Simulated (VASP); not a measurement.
# MnS (F-43m) in VASP: notebook

MnS is run at these levels: PBEsol; tasks: single point.

Everything below comes from runs of VASP 6.6.1. Logs are shortened: lines on timing, memory, paths and dates and some standing lists are left out, and cuts for length are marked.

### 1 The cell of the first run

The structure is cubic, space group F-43m (No. 216). Conventional cell: a = 4.711 Å, b = 4.711 Å, c = 4.711 Å, α = 90.00°, β = 90.00°, γ = 90.00°. Within 2.7 Å of Mn (site symmetry -43m) lie 4 S at 2.04 Å. Within 2.7 Å of S (site symmetry -43m) lie 4 Mn at 2.04 Å.

### 2 Single point, PBEsol, collinear spin, ferromagnetic start

Contents of INCAR:

```
SYSTEM = MnS
PREC = Accurate ; ENCUT = 520
EDIFF = 1E-7 ; ISMEAR = 0
SIGMA = 0.1 ; LREAL = .FALSE.
LASPH = .TRUE. ; NELM = 150
ALGO = Normal ; ISIF = 2
LWAVE = .FALSE. ; LCHARG = .FALSE.
ISPIN = 2 ; MAGMOM = 0.16 0
LORBIT = 11 ; LMAXMIX = 4
GGA = PS ; NBANDS = 20
```

Contents of KPOINTS:

```
regular mesh
0
G
  16 16 16
  0 0 0
```

Contents of POSCAR:

```
MnS
1.0
    0.0000000000      2.3557099817      2.3557099817
    2.3557099817      0.0000000000      2.3557099817
    2.3557099817      2.3557099817      0.0000000000
Mn S
1 1
Direct
    0.0000000000      0.0000000000      0.0000000000
    0.7500000000      0.7500000000      0.7500000000
```

Potentials or basis: VASP PAW PBE potentials, release 64 (Mn_pv, S).

The run is started by

```bash
cat potpaw_PBE.64/Mn_pv/POTCAR potpaw_PBE.64/S/POTCAR > POTCAR
mpirun -np 1 vasp_std > vasp.out
```

OUTCAR:

```text
SYSTEM = MnS
   PREC = Accurate
   ENCUT = 520
   EDIFF = 1E-7
   ISMEAR = 0
   LREAL = .FALSE.
   LASPH = .TRUE.
   NELM = 150
   ISIF = 2
   ISPIN = 2
   LORBIT = 11
   GGA = PS

 ion  position               nearest neighbor table
   1  0.000  0.000  0.000-   2 2.04   2 2.04   2 2.04   2 2.04
   2  0.750  0.750  0.750-   1 2.04   1 2.04   1 2.04   1 2.04

  LATTYP: Found a face centered cubic cell.
 ALAT       =     4.7114199634

  Lattice vectors:

 A1 = (   0.0000000000,   2.3557099817,   2.3557099817)
 A2 = (   2.3557099817,   0.0000000000,   2.3557099817)
 A3 = (   2.3557099817,   2.3557099817,   0.0000000000)

Analysis of symmetry for initial positions (statically):
=====================================================================
 Subroutine PRICEL returns:
 Original cell was already a primitive cell.

 Routine SETGRP: Setting up the symmetry group for a
 face centered cubic supercell.

 Subroutine GETGRP returns: Found 24 space group operations
 (whereof 24 operations were pure point group operations)
 out of a pool of 48 trial point group operations.

The static configuration has the point symmetry T_d .

Analysis of symmetry for dynamics (positions and initial velocities):
=====================================================================
 Subroutine PRICEL returns:
 Original cell was already a primitive cell.

 Routine SETGRP: Setting up the symmetry group for a
 face centered cubic supercell.

 Subroutine GETGRP returns: Found 24 space group operations
 (whereof 24 operations were pure point group operations)
 out of a pool of 48 trial point group operations.

The dynamic configuration has the point symmetry T_d .

Analysis of structural, dynamic, and magnetic symmetry:
=====================================================================
 Subroutine PRICEL returns:
 Original cell was already a primitive cell.

 Routine SETGRP: Setting up the symmetry group for a
 face centered cubic supercell.

 Subroutine GETGRP returns: Found 24 space group operations
 (whereof 24 operations were pure point group operations)
 out of a pool of 48 trial point group operations.

The overall configuration has the point symmetry T_d .

 Subroutine INISYM returns: Found 24 space group operations
 (whereof 24 operations are pure point group operations),
 and found     1 'primitive' translations

----------------------------------------------------------------------------------------

                                     Primitive cell

  volume of cell :      26.1454

  direct lattice vectors                    reciprocal lattice vectors
     0.000000000  2.355709982  2.355709982    -0.212250236  0.212250236  0.212250236
     2.355709982  0.000000000  2.355709982     0.212250236 -0.212250236  0.212250236
     2.355709982  2.355709982  0.000000000     0.212250236  0.212250236 -0.212250236

  length of vectors
     3.331477005  3.331477005  3.331477005     0.367628193  0.367628193  0.367628193

  position of ions in fractional coordinates (direct lattice)
     0.000000000  0.000000000  0.000000000
     0.750000000  0.750000000  0.750000000

  ion indices of the primitive-cell ions
   primitive index   ion index
                 1           1
                 2           2

----------------------------------------------------------------------------------------

 KPOINTS: regular mesh

Automatic generation of k-mesh.
 Grid dimensions read from file:
 generate k-points for:   16   16   16

 Generating k-lattice:

  Cartesian coordinates                     Fractional coordinates (reciprocal lattice)
    -0.013265640  0.013265640  0.013265640     0.062500000  0.000000000  0.000000000
     0.013265640 -0.013265640  0.013265640     0.000000000  0.062500000  0.000000000
     0.013265640  0.013265640 -0.013265640     0.000000000  0.000000000  0.062500000

  Length of vectors
     0.022976762  0.022976762  0.022976762

  Shift w.r.t. Gamma in fractional coordinates (k-lattice)
     0.000000000  0.000000000  0.000000000

 Subroutine IBZKPT returns following result:
 ===========================================

 Found    145 irreducible k-points:

 Following reciprocal coordinates:
            Coordinates               Weight
  0.000000  0.000000  0.000000      1.000000
  0.062500  0.000000  0.000000      8.000000
  0.125000  0.000000  0.000000      8.000000
  0.187500  0.000000  0.000000      8.000000
  0.250000  0.000000  0.000000      8.000000
  0.312500  0.000000  0.000000      8.000000
[... 16 lines left out ...]
 -0.125000  0.062500  0.000000     24.000000
 -0.062500  0.062500  0.000000     12.000000
 [... further k-points ...]
   k-points           NKPTS =    145   k-points in BZ     NKDIM =    145   number of bands    NBANDS=     20
   number of dos      NEDOS =    301   number of ions     NIONS =      2
   total plane-waves  NPLWV =  21952
   dimension x,y,z NGX =    28 NGY =   28 NGZ =   28
   dimension x,y,z NGXF=    56 NGYF=   56 NGZF=   56
   ions per type =               1   1
   NGX,Y,Z   is equivalent  to a cutoff of  13.97, 13.97, 13.97 a.u.
   NGXF,Y,Z  is equivalent  to a cutoff of  27.94, 27.94, 27.94 a.u.
 SYSTEM =  MnS
   PREC   = accura    normal or accurate (medium, high low for compatibility)
   ISTART =      0    job   : 0-new  1-cont  2-samecut
   ICHARG =      2    charge: 1-file 2-atom 10-const
   ISPIN  =      2    spin polarized calculation?
   LNONCOLLINEAR =      F non collinear calculations
   LSORBIT =      F    spin-orbit coupling
   LASPH  =      T    aspherical Exc in radial PAW
   ENCUT  =  520.0 eV  38.22 Ry    6.18 a.u.   6.19  6.19  6.19*2*pi/ulx,y,z
   NELM   =    150;   NELMIN=  2; NELMDL= -5     # of ELM steps
   EDIFF  = 0.1E-06   stopping-criterion for ELM
   LREAL  =      F    real-space projection
   EDIFFG = 0.1E-05   stopping-criterion for IOM
   NSW    =      0    number of steps for IOM
   IBRION =     -1    ionic relax: 0-MD 1-quasi-New 2-CG
   NFREE  =      0    steps in history (QN), initial steepest desc. (CG)
   ISIF   =      2    stress and relaxation
   ISYM   =      2    0-nonsym 1-usesym 2-fastsym
   POTIM  = 0.5000    time-step for ionic-motion
   TEBEG  =    0.0;   TEEND  =   0.0 temperature during run
   PSTRESS=    0.0 pullay stress
   NELECT =      19.0000    total number of electrons
   NUPDOWN=      -1.0000    fix difference up-down
   EMIN   =  10.00;   EMAX   =-10.00  energy-range for DOS
   EFERMI =   0.00;   METHOD = LEGACY
   ISMEAR =     0;   SIGMA  =   0.10  broadening in eV -4-tet -1-fermi 0-gaus
   EFERMI_NEDOS =   21; number of points for ismear=-14 and -15
   IALGO  =     38    algorithm
   IMIX   =      4    mixing-type and parameters
     AMIX     =   0.40;   BMIX     =  1.00
     AMIX_MAG =   1.60;   BMIX_MAG =  1.00
  volume/ion in A,a.u.               =      13.07        88.22
  Fermi-wavevector in a.u.,A,eV,Ry     =   1.471841  2.781376 29.474515  2.166316
  Thomas-Fermi vector in A             =   2.586928
   LORBIT       =     11    0 simple, 1 ext, 2 COOP (PROOUT), +10 PAW based schemes
   GGA     = PS    functional components
   LHFCALC =     F    Hartree Fock is set to
   AEXX    =    0.0000 exact exchange contribution
   IVDW    =     0    specifies the selected vdW correction
   LEPSILON=     F    determine dielectric tensor
   LRPA    =     F    only Hartree local field effects (RPA)
 spin polarized calculation
 Gauss-broadening in eV      SIGMA  =   0.10
  energy-cutoff  :      520.00
  volume of cell :       26.15
 maximum number of plane-waves:       725
 NGX is ok and might be reduce to    28
   NGX = 13   NGY = 13   NGZ = 13

 number of electron      18.9999990 magnetization       0.0151789

 Free energy of the ion-electron system (eV)
  ---------------------------------------------------
  ext. energy  EPLUGINS =         0.00000000
  ---------------------------------------------------
  free energy    TOTEN  =       -14.52949842 eV

  energy without entropy =      -14.51785424  energy(sigma->0) =      -14.52367633

 E-fermi :   9.0635     XC(G=0): -12.1787

 val. band max:        9.0594965595   @ k =  -0.3125   0.3125   0.0625
 cond. band min:       9.0644639470   @ k =  -0.3750   0.0625   0.0000
 fundamental gap:      0.0049673875
 Fermi energy:         9.0635195779

 spin component 1

 k-point     1 :       0.0000    0.0000    0.0000
  band No.  band energies     occupation
      1     -38.4638      1.00000
      2     -38.4638      1.00000
      3     -38.4638      1.00000
      4      -6.9994      1.00000
      5       3.8434      1.00000
      6       3.8434      1.00000
[... 12 lines left out ...]
     19      25.5930      0.00000
     20      26.3757      0.00000
[... 507 lines left out ...]
 k-point    24 :      -0.0625    0.0625    0.0000
  band No.  band energies     occupation
      1     -38.4686      1.00000
      2     -38.4652      1.00000
      3     -38.4642      1.00000
      4      -6.8607      1.00000
      5       3.6268      1.00000
      6       3.8835      1.00000
[... 12 lines left out ...]
     19      25.3206      0.00000
     20      26.8079      0.00000

 [... further k-points ...]

 spin component 2

 k-point     1 :       0.0000    0.0000    0.0000
  band No.  band energies     occupation
      1     -38.4498      1.00000
      2     -38.4498      1.00000
      3     -38.4498      1.00000
      4      -6.9983      1.00000
      5       3.8475      1.00000
      6       3.8475      1.00000
[... 12 lines left out ...]
     19      25.5932      0.00000
     20      26.3784      0.00000
[... 507 lines left out ...]
 k-point    24 :      -0.0625    0.0625    0.0000
  band No.  band energies     occupation
      1     -38.4546      1.00000
      2     -38.4512      1.00000
      3     -38.4502      1.00000
      4      -6.8595      1.00000
      5       3.6306      1.00000
      6       3.8875      1.00000
[... 12 lines left out ...]
     19      25.3222      0.00000
     20      26.8106      0.00000

 [... further k-points ...]

------------------------ aborting loop because EDIFF is reached ----------------------------------------

  FORCE on cell =-STRESS in cart. coord.  units (eV):
  Direction    XX          YY          ZZ          XY          YZ          ZX
  --------------------------------------------------------------------------------------
  -------------------------------------------------------------------------------------
  Total        4.1154071      4.1154071      4.1154071     -0.0000000     -0.0000000      0.0000000
  in kB      252.1900342    252.1900342    252.1900342     -0.0000000     -0.0000000      0.0000000
  external PRESSURE =     252.1900342 kB  Pullay stress =       0.0000000 kB

 VOLUME and BASIS-vectors are now :
 -----------------------------------------------------------------------------
  energy-cutoff  :      520.00
  volume of cell :       26.15
      direct lattice vectors                 reciprocal lattice vectors
     0.000000000  2.355709982  2.355709982    -0.212250236  0.212250236  0.212250236
     2.355709982  0.000000000  2.355709982     0.212250236 -0.212250236  0.212250236
     2.355709982  2.355709982  0.000000000     0.212250236  0.212250236 -0.212250236

 POSITION                                       TOTAL-FORCE (eV/Angst)
 -----------------------------------------------------------------------------------
      0.00000      0.00000      0.00000        -0.000000     -0.000000     -0.000000
      3.53356      3.53356      3.53356         0.000000      0.000000      0.000000
 -----------------------------------------------------------------------------------
    total drift:                               -0.000001     -0.000001     -0.000002

  FREE ENERGIE OF THE ION-ELECTRON SYSTEM (eV)
  ---------------------------------------------------
  free  energy   TOTEN  =       -14.5294984196 eV

  energy  without entropy=      -14.5178542448  energy(sigma->0) =      -14.52367633

 total charge

# of ion       s       p       d       tot
------------------------------------------
    1        0.419   6.407   5.573  12.399
    2        1.327   2.472   0.000   3.798
--------------------------------------------------
tot          1.746   8.879   5.573  16.198

 magnetization (x)

# of ion       s       p       d       tot
------------------------------------------
    1        0.001   0.000   0.013   0.014
    2       -0.000  -0.000   0.000  -0.000
--------------------------------------------------
tot          0.001   0.000   0.013   0.014
```

Run time: 5.3 min. Hardware: 1 thread of AMD EPYC 7R13 (Zen 3), shared host; peak memory 0.22 GiB.

What came out:

* Free energy: -14.5295 eV
* Pressure: 25.2 GPa
* Net moment: 0.02 μB per cell
* Valence electrons inside the program's atomic spheres: Mn 12.40; S 3.80

Levels at points of the mesh, in eV from the Fermi level:
Spin up:
```
           k point  band 6  band 7  band 8  band 9  band 10  band 11  band 12  band 13
(0.00, 0.00, 0.00)   -5.22   -5.22   -0.95   -0.95     4.62     4.62     4.62     4.66
(0.50, 0.00, 0.00)   -4.85   -4.85   -0.61   -0.61    -0.35     2.41     2.41     6.04
(0.50, 0.50, 0.00)   -4.24   -4.24   -2.29   -0.09    -0.07     0.29     0.29     6.41
```
Spin down:
```csv
k point,band 6,band 7,band 8,band 9,band 10,band 11,band 12,band 13
"(0.00, 0.00, 0.00)",-5.22,-5.22,-0.93,-0.93,4.62,4.62,4.62,4.66
"(0.50, 0.00, 0.00)",-4.85,-4.85,-0.60,-0.60,-0.34,2.42,2.42,6.04
"(0.50, 0.50, 0.00)",-4.23,-4.23,-2.29,-0.08,-0.05,0.30,0.30,6.42
```

Caveat: the cell stands under pressure; the PAW data sets were made with another functional, which shifts forces and pressure a little; semilocal functionals often make such compounds metallic where correlation or magnetic order opens a gap, which also shifts bond lengths. With open d or f shells a metallic result of PBEsol can be an artefact of self-interaction; +U or a hybrid may open a gap.

### 3 Single point, PBEsol, collinear spin, ferromagnetic start

This run uses another cell than the first one, of 20.39 Å³/atom.

Contents of INCAR:

```
SYSTEM = MnS
PREC = Accurate
ENCUT = 520
EDIFF = 1E-6
ISMEAR = 0
SIGMA = 0.1
LREAL = .False.
LASPH = .True.
NELM = 150
ALGO = Normal
ISIF = 2
LWAVE = .False.
LCHARG = .False.
ISPIN = 2
MAGMOM = 4.52 0.12
LORBIT = 11
LMAXMIX = 4
GGA = PS
NBANDS = 20
```

Contents of KPOINTS:

```
regular mesh
0
Gamma
  14 14 14
  0 0 0
```

Contents of POSCAR:

```
MnS
1.0
    0.0000000000      2.7319312733      2.7319312733
    2.7319312733      0.0000000000      2.7319312733
    2.7319312733      2.7319312733      0.0000000000
Mn S
1 1
Direct
    0.0000000000      0.0000000000      0.0000000000
    0.7500000000      0.7500000000      0.7500000000
```

Potentials or basis: VASP PAW PBE potentials, release 64 (Mn_pv, S).

The run is started by

```bash
cat potpaw_PBE.64/Mn_pv/POTCAR potpaw_PBE.64/S/POTCAR > POTCAR
mpirun -np 1 vasp_std > vasp.out
```

It took 2.5 min on 1 thread of Intel Xeon Platinum 8259CL at 2.50GHz (Skylake/Cascade Lake), shared host; peak memory 0.27 GiB.

It converged, with:

* Free energy: -14.7739 eV
* Pressure: 0.2 GPa
* Net moment: 4.61 μB per cell
* Site moments: Mn +4.10; S +0.05 μB
* Valence electrons inside the program's atomic spheres: Mn 11.46; S 3.74

Levels at points of the mesh, in eV from the Fermi level:
Spin up:
| k point | band 8 | band 9 | band 10 | band 11 | band 12 | band 13 | band 14 | band 15 | band 16 | band 17 |
| --- | --- | --- | --- | --- | --- | --- | --- | --- | --- | --- |
| (0.00, 0.00, 0.00) | -2.96 | -2.96 | 0.74 | 0.74 | 0.74 | 1.36 | 6.11 | 6.11 | 6.11 | 11.11 |
| (0.50, 0.00, 0.00) | -2.83 | -2.83 | -2.58 | -0.41 | -0.41 | 3.30 | 6.58 | 6.58 | 7.31 | 11.55 |
| (0.50, 0.50, 0.00) | -3.00 | -2.70 | -2.44 | -1.89 | -1.89 | 3.02 | 4.63 | 9.77 | 11.48 | 11.48 |
Spin down:
```tsv
k point	band 4	band 5	band 6	band 7	band 8	band 9	band 10	band 11
(0.00, 0.00, 0.00)	-13.82	-3.42	-3.42	-3.42	0.86	0.86	2.18	3.33
(0.50, 0.00, 0.00)	-13.07	-5.39	-3.32	-3.32	0.89	1.00	1.00	2.21
(0.50, 0.50, 0.00)	-12.83	-5.29	-3.39	-3.39	-0.20	0.90	1.35	1.36
```

Caveat: the PAW data sets were made with another functional, which shifts forces and pressure a little; a cell with one magnetic atom can't hold antiferromagnetic order, which such compounds often take; semilocal functionals often make such compounds metallic where correlation or magnetic order opens a gap, which also shifts bond lengths.
